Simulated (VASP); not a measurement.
# BN (Qingsongite) (F-43m) in VASP: settings compared, part 2 of 2

VASP 6.6.1.

## (5) Single point, r2SCAN (volume changed by -3%)

POSCAR reads:

```
BN
1.0
    0.0000000000      1.7865927584      1.7865927584
    1.7865927584      0.0000000000      1.7865927584
    1.7865927584      1.7865927584      0.0000000000
B N
1 1
Direct
    0.0000000000      0.0000000000      0.0000000000
    0.2500000000      0.2500000000      0.2500000000
```

INCAR.step1 reads:

```
  PREC = Accurate
  ENCUT = 520
  ISMEAR = 0
  SIGMA = 0.01
  LREAL = False
  LASPH = True
  NELM = 100
  NBANDS = 11
  GGA = PE
  ALGO = Normal
  EDIFF = 1E-4
  LWAVE = True
  LCHARG = False
```

INCAR.step2 reads:

```
  PREC = Accurate
  ENCUT = 520
  EDIFF = 1E-6
  ISMEAR = 0
  SIGMA = 0.01
  LREAL = False
  LASPH = True
  NELM = 100
  ALGO = Normal
  ISIF = 2
  LWAVE = False
  LCHARG = False
  METAGGA = R2SCAN
  LMIXTAU = True
  NBANDS = 11
  ISTART = 1
```

KPOINTS reads:

```
Automatic mesh
0
Gamma
  10 10 10
```

Potentials or basis: VASP PAW PBE potentials, release 64 (B, N).

Run with:

```bash
$ cat potpaw_PBE.64/B/POTCAR potpaw_PBE.64/N/POTCAR > POTCAR
$ cp INCAR.step1 INCAR
$ mpirun -np 1 vasp_std > vasp.out
$ cp INCAR.step2 INCAR
$ mpirun -np 1 vasp_std > vasp.out
```

OUTCAR:

```text
PREC = Accurate
   ENCUT = 520
   EDIFF = 1E-6
   ISMEAR = 0
   LREAL = False
   LASPH = True
   NELM = 100
   ISIF = 2
   METAGGA = R2SCAN
   ISTART = 1

 ion  position               nearest neighbor table
   1  0.000  0.000  0.000-   2 1.55   2 1.55   2 1.55   2 1.55
   2  0.250  0.250  0.250-   1 1.55   1 1.55   1 1.55   1 1.55

  LATTYP: Found a face centered cubic cell.
 ALAT       =     3.5731855168

  Lattice vectors:

 A1 = (   0.0000000000,   1.7865927584,   1.7865927584)
 A2 = (   1.7865927584,   0.0000000000,   1.7865927584)
 A3 = (   1.7865927584,   1.7865927584,   0.0000000000)

Analysis of symmetry for initial positions (statically):
[... 5 lines left out ...]
 face centered cubic supercell.

 Subroutine GETGRP returns: Found 24 space group operations
 (whereof 24 operations were pure point group operations)
 out of a pool of 48 trial point group operations.

The static configuration has the point symmetry T_d .

Analysis of symmetry for dynamics (positions and initial velocities):
[... 5 lines left out ...]
 face centered cubic supercell.

 Subroutine GETGRP returns: Found 24 space group operations
 (whereof 24 operations were pure point group operations)
 out of a pool of 48 trial point group operations.

The dynamic configuration has the point symmetry T_d .

 Subroutine INISYM returns: Found 24 space group operations
 (whereof 24 operations are pure point group operations),
 and found     1 'primitive' translations

----------------------------------------------------------------------------------------

                                     Primitive cell

  volume of cell :      11.4053

  direct lattice vectors                    reciprocal lattice vectors
     0.000000000  1.786592758  1.786592758    -0.279862323  0.279862323  0.279862323
     1.786592758  0.000000000  1.786592758     0.279862323 -0.279862323  0.279862323
     1.786592758  1.786592758  0.000000000     0.279862323  0.279862323 -0.279862323

  length of vectors
     2.526623709  2.526623709  2.526623709     0.484735763  0.484735763  0.484735763

  position of ions in fractional coordinates (direct lattice)
     0.000000000  0.000000000  0.000000000
     0.250000000  0.250000000  0.250000000

  ion indices of the primitive-cell ions
   primitive index   ion index
                 1           1
                 2           2

----------------------------------------------------------------------------------------

 KPOINTS: Automatic mesh

Automatic generation of k-mesh.
 Grid dimensions read from file:
 generate k-points for:   10   10   10

 Generating k-lattice:

  Cartesian coordinates                     Fractional coordinates (reciprocal lattice)
    -0.027986232  0.027986232  0.027986232     0.100000000  0.000000000  0.000000000
     0.027986232 -0.027986232  0.027986232     0.000000000  0.100000000  0.000000000
     0.027986232  0.027986232 -0.027986232     0.000000000  0.000000000  0.100000000

  Length of vectors
     0.048473576  0.048473576  0.048473576

  Shift w.r.t. Gamma in fractional coordinates (k-lattice)
     0.000000000  0.000000000  0.000000000

 Subroutine IBZKPT returns following result:
 ===========================================

 Found     47 irreducible k-points:

 Following reciprocal coordinates:
            Coordinates               Weight
  0.000000  0.000000  0.000000      1.000000
  0.100000  0.000000  0.000000      8.000000
  0.200000  0.000000  0.000000      8.000000
  0.300000  0.000000  0.000000      8.000000
  0.400000  0.000000  0.000000      8.000000
  0.500000  0.000000  0.000000      4.000000
[... 16 lines left out ...]
  0.300000  0.300000  0.000000      6.000000
  0.400000  0.300000  0.000000     24.000000
 [... further k-points ...]
   k-points           NKPTS =     47   k-points in BZ     NKDIM =     47   number of bands    NBANDS=     11
   number of dos      NEDOS =    301   number of ions     NIONS =      2
   total plane-waves  NPLWV =   8000
   dimension x,y,z NGX =    20 NGY =   20 NGZ =   20
   dimension x,y,z NGXF=    40 NGYF=   40 NGZF=   40
   ions per type =               1   1
   NGX,Y,Z   is equivalent  to a cutoff of  13.16, 13.16, 13.16 a.u.
   NGXF,Y,Z  is equivalent  to a cutoff of  26.32, 26.32, 26.32 a.u.
 SYSTEM =  unknown system
   PREC   = accura    normal or accurate (medium, high low for compatibility)
   ISTART =      1    job   : 0-new  1-cont  2-samecut
   ICHARG =      0    charge: 1-file 2-atom 10-const
   ISPIN  =      1    spin polarized calculation?
   LNONCOLLINEAR =      F non collinear calculations
   LSORBIT =      F    spin-orbit coupling
   LASPH  =      T    aspherical Exc in radial PAW
   ENCUT  =  520.0 eV  38.22 Ry    6.18 a.u.   4.70  4.70  4.70*2*pi/ulx,y,z
   NELM   =    100;   NELMIN=  2; NELMDL=  0     # of ELM steps
   EDIFF  = 0.1E-05   stopping-criterion for ELM
   LREAL  =      F    real-space projection
   EDIFFG = 0.1E-04   stopping-criterion for IOM
   NSW    =      0    number of steps for IOM
   IBRION =     -1    ionic relax: 0-MD 1-quasi-New 2-CG
   NFREE  =      0    steps in history (QN), initial steepest desc. (CG)
   ISIF   =      2    stress and relaxation
   ISYM   =      2    0-nonsym 1-usesym 2-fastsym
   POTIM  = 0.5000    time-step for ionic-motion
   TEBEG  =    0.0;   TEEND  =   0.0 temperature during run
   PSTRESS=    0.0 pullay stress
   NELECT =       8.0000    total number of electrons
   NUPDOWN=      -1.0000    fix difference up-down
   EMIN   =  10.00;   EMAX   =-10.00  energy-range for DOS
   EFERMI =   0.00;   METHOD = LEGACY
   ISMEAR =     0;   SIGMA  =   0.01  broadening in eV -4-tet -1-fermi 0-gaus
   EFERMI_NEDOS =   21; number of points for ismear=-14 and -15
   IALGO  =     38    algorithm
   IMIX   =      4    mixing-type and parameters
     AMIX     =   0.40;   BMIX     =  1.00
     AMIX_MAG =   1.60;   BMIX_MAG =  1.00
  volume/ion in A,a.u.               =       5.70        38.48
  Fermi-wavevector in a.u.,A,eV,Ry     =   1.454574  2.748747 28.787024  2.115787
  Thomas-Fermi vector in A             =   2.571709
   LORBIT       =      0    0 simple, 1 ext, 2 COOP (PROOUT), +10 PAW based schemes
   METAGGA = R2SCAN    functional components
   LHFCALC =     F    Hartree Fock is set to
   AEXX    =    0.0000 exact exchange contribution
   IVDW    =     0    specifies the selected vdW correction
   LEPSILON=     F    determine dielectric tensor
   LRPA    =     F    only Hartree local field effects (RPA)
 non-spin polarized calculation
 Gauss-broadening in eV      SIGMA  =   0.01
  energy-cutoff  :      520.00
  volume of cell :       11.41
 maximum number of plane-waves:       331
   NGX =  9   NGY =  9   NGZ =  9

 number of electron       7.9999998 magnetization

 Free energy of the ion-electron system (eV)
  ---------------------------------------------------
  ext. energy  EPLUGINS =         0.00000000
  ---------------------------------------------------
  free energy    TOTEN  =       -19.15444825 eV

  energy without entropy =      -19.15444825  energy(sigma->0) =      -19.15444825

 E-fermi :   7.8437     XC(G=0): -13.8326

 val. band max:        7.6778932849   @ k =   0.0000   0.0000   0.0000
 cond. band min:      12.6963761067   @ k =   0.5000   0.5000   0.0000
 fundamental gap:      5.0184828218
 Fermi energy:         7.8436715110

 k-point     1 :       0.0000    0.0000    0.0000
  band No.  band energies     occupation
      1     -14.0242      2.00000
      2       7.6779      2.00000
      3       7.6779      2.00000
      4       7.6779      2.00000
      5      17.3755      0.00000
      6      17.3755      0.00000
      7      17.3755      0.00000
      8      19.3468      0.00000
      9      34.5063      0.00000
     10      36.8563      0.00000
     11      36.8563      0.00000

 k-point     2 :       0.1000    0.0000    0.0000
  band No.  band energies     occupation
      1     -13.7653      2.00000
      2       6.3209      2.00000
      3       7.4060      2.00000
      4       7.4060      2.00000
      5      17.7328      0.00000
      6      17.7947      0.00000
      7      17.7947      0.00000
      8      20.1446      0.00000
      9      34.1015      0.00000
     10      34.2705      0.00000
     11      34.2705      0.00000
[... 295 lines left out ...]
 k-point    24 :       0.4000    0.3000    0.0000
  band No.  band energies     occupation
      1     -10.0082      2.00000
      2       0.4136      2.00000
      3       2.8343      2.00000
      4       3.2954      2.00000
      5      14.4626      0.00000
      6      19.2136      0.00000
      7      24.7453      0.00000
      8      24.8316      0.00000
      9      29.2588      0.00000
     10      37.1225      0.00000
     11      41.4518      0.00000

 [... further k-points ...]
[... 5 lines left out ...]
  --------------------------------------------------------------------------------------
  -------------------------------------------------------------------------------------
  Total        0.9882740      0.9882740      0.9882740     -0.0000000      0.0000000      0.0000000
  in kB      138.8293420    138.8293420    138.8293420     -0.0000000      0.0000000      0.0000000
  external PRESSURE =     138.8293420 kB  Pullay stress =       0.0000000 kB

 VOLUME and BASIS-vectors are now :
 -----------------------------------------------------------------------------
  energy-cutoff  :      520.00
  volume of cell :       11.41
      direct lattice vectors                 reciprocal lattice vectors
     0.000000000  1.786592758  1.786592758    -0.279862323  0.279862323  0.279862323
     1.786592758  0.000000000  1.786592758     0.279862323 -0.279862323  0.279862323
     1.786592758  1.786592758  0.000000000     0.279862323  0.279862323 -0.279862323

 POSITION                                       TOTAL-FORCE (eV/Angst)
 -----------------------------------------------------------------------------------
      0.00000      0.00000      0.00000         0.000000      0.000000      0.000000
      0.89330      0.89330      0.89330        -0.000000     -0.000000     -0.000000
 -----------------------------------------------------------------------------------
    total drift:                                0.000000      0.000000      0.000000

  FREE ENERGIE OF THE ION-ELECTRON SYSTEM (eV)
  ---------------------------------------------------
  free  energy   TOTEN  =       -19.1544482532 eV

  energy  without entropy=      -19.1544482532  energy(sigma->0) =      -19.15444825
```

Run time: 18 s. Hardware: 1 thread of Intel Xeon 6975P-C, shared host; peak memory 0.12 GiB.

Results:

```yaml
Free_energy: -19.1544 eV
Pressure: 13.9 GPa
Band_gap_on_the_k_mesh: 5.02 eV, indirect (least direct gap 9.70 eV)
```

Levels at points of the mesh, in eV from the valence-band top:
```csv
k point,band 1,band 2,band 3,band 4,band 5,band 6,band 7,band 8
"(0.00, 0.00, 0.00)",-21.70,0.00,0.00,0.00,9.70,9.70,9.70,11.67
"(0.50, 0.00, 0.00)",-17.23,-11.42,-2.08,-2.08,11.27,11.66,11.66,16.79
"(0.50, 0.50, 0.00)",-15.76,-9.56,-5.28,-5.28,5.02,10.02,19.83,19.83
```

Caveat: the PAW data sets were made with another functional, which shifts forces and pressure a little. A k mesh can miss the band edges.

## (6) The runs side by side

| level | cell | k mesh | gap on the mesh (eV) | pressure (GPa) |
| --- | --- | --- | --- | --- |
| PBE | a = 2.613 Å, angles 60.0°, 2 atoms | 10 × 10 × 10 | 4.39 | -19.4 |
| PBE | a = 2.552 Å, angles 60.0°, 2 atoms | 12 × 12 × 12 | 4.46 | 5.0 |
| r2SCAN | a = 2.500 Å, angles 60.0°, 2 atoms | 10 × 10 × 10 | 5.05 | 28.5 |
| r2SCAN | a = 2.527 Å, angles 60.0°, 2 atoms | 10 × 10 × 10 | 5.02 | 13.9 |

Alike in all rows: task single point; potentials or basis VASP PAW PBE potentials, release 64 (B, N); no spin polarisation; cutoff (eV) 520; smearing gaussian 0.01 eV.

Caveats: the PAW data sets were made with another functional, which shifts forces and pressure a little (some runs).

Absolute energies hang on the potentials; compare differences alone.
